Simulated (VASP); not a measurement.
Runs of VASP 6.6.1 on BP. The structure is that of space group F-43m (No. 216), or close to it. The cells are those of the table. 

| task | level | cell | k mesh | cutoff (eV) | smearing | grid for exact exchange (PRECFOCK) | share of exact exchange | screening parameter | gap on the mesh (eV) | pressure (GPa) |
| --- | --- | --- | --- | --- | --- | --- | --- | --- | --- | --- |
| single point | PBE0 | a = 3.208 Å, angles 60.0°, 2 atoms | 6 × 6 × 6 | 520 | gaussian 0.01 eV | Normal | 0.25 | - | 2.79 | -2.0 |
| relaxation of cell and atoms | r2SCAN | relaxed from a = 3.216 Å, angles 60.0°, 2 atoms | 8 × 8 × 8 | 600 | fermi-dirac 0.02 eV | - | - | - | 1.47 | 0.0 |
| dielectric tensor | r2SCAN | a = 3.208 Å, angles 60.0°, 2 atoms | 8 × 8 × 8 | 520 | gaussian 0.01 eV | - | - | - | (b) | - |
| single point | HSE06 | a = 3.200 Å, angles 60.0°, 2 atoms | 6 × 6 × 6 | 520 | fermi-dirac 0.02 eV | Normal | 0.25 | 0.2079 1/Å | 2.04 | -0.6 |
| single point | r2SCAN0 | a = 3.208 Å, angles 60.0°, 2 atoms | 6 × 6 × 6 | 520 | gaussian 0.01 eV | Normal | 0.25 | - | 2.89 | (c) |
| single point | HSE06 | a = 3.208 Å, angles 60.0°, 2 atoms | 6 × 6 × 6 | 520 | gaussian 0.01 eV | Normal | 0.25 | 0.2079 1/Å | 2.06 | (a) |

Alike in all rows: potentials or basis VASP PAW PBE potentials, release 64 (B, P); no spin polarisation.

Question: Fill in the values left out.

Answer: (a) -1.9; (b) 1.48; (c) -2.7.

Caveats: the PAW data sets were made with another functional, which shifts forces and pressure a little.

A k mesh can miss the band edges.
